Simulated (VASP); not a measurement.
Wanted: the native input for a VASP 6.6.1 run.

| Item | Value |
| --- | --- |
| Task | single point |
| Functional | PBEsol |
| Potentials or basis | VASP PAW PBE potentials, release 64 (Cs_sv, Ag, Bi_d, Br) |
| Cutoff | 520 eV |
| k mesh | 3 × 3 × 3 |
| Occupations | gaussian, width 0.01 eV |
| Spin | no spin polarisation |
| Dipole correction | no |
| Further INCAR settings | ALGO = Normal; EDIFF = 1e-06; NBANDS = 54 |

The structure of Cs2AgBiBr6 lies in POSCAR:

```
Cs2AgBiBr6
1.0
    0.0000000000      5.6347582766      5.6347582766
    5.6347582766      0.0000000000      5.6347582766
    5.6347582766      5.6347582766      0.0000000000
Cs Ag Bi Br
2 1 1 6
Direct
    0.2500000000      0.2500000000      0.2500000000
    0.7500000000      0.7500000000      0.7500000000
    0.5000000000      0.5000000000      0.5000000000
    0.0000000000      0.0000000000      0.0000000000
    0.2505500000      0.7494500000      0.2505500000
    0.2505500000      0.7494500000      0.7494500000
    0.7494500000      0.2505500000      0.7494500000
    0.7494500000      0.2505500000      0.2505500000
    0.2505500000      0.2505500000      0.7494500000
    0.7494500000      0.7494500000      0.2505500000
```

One way to write it, as run:

INCAR

```
SYSTEM = Cs2AgBiBr6
PREC = Accurate
ENCUT = 520
EDIFF = 1E-6
ISMEAR = 0
SIGMA = 0.01
LREAL = .FALSE.
LASPH = .TRUE.
NELM = 60
ALGO = Normal
ISIF = 2
LWAVE = .FALSE.
LCHARG = .FALSE.
GGA = PS
NBANDS = 54
```

KPOINTS

```
Automatic mesh
0
G
  3 3 3
  0 0 0
```

Potentials or basis: VASP PAW PBE potentials, release 64 (Cs_sv, Ag, Bi_d, Br).

Command:

```bash
$ cat potpaw_PBE.64/Cs_sv/POTCAR potpaw_PBE.64/Ag/POTCAR potpaw_PBE.64/Bi_d/POTCAR potpaw_PBE.64/Br/POTCAR > POTCAR
$ mpirun -np 1 vasp_std > vasp.out
```

It gave:

* Pressure: -0.3 GPa
* Largest force: 0.269 eV/Å
* Band gap on the k mesh: 1.83 eV (least direct gap 2.46 eV)

Caveat: the PAW data sets were made with another functional, which shifts forces and pressure a little; spin-orbit coupling is left out, which moves the levels of the heavy elements; an odd mesh through Γ misses points on the zone boundary, where band edges can lie.

It took 2.5 min on 1 thread of Intel Xeon 8259CL (shared host), peak memory 0.54 GiB.
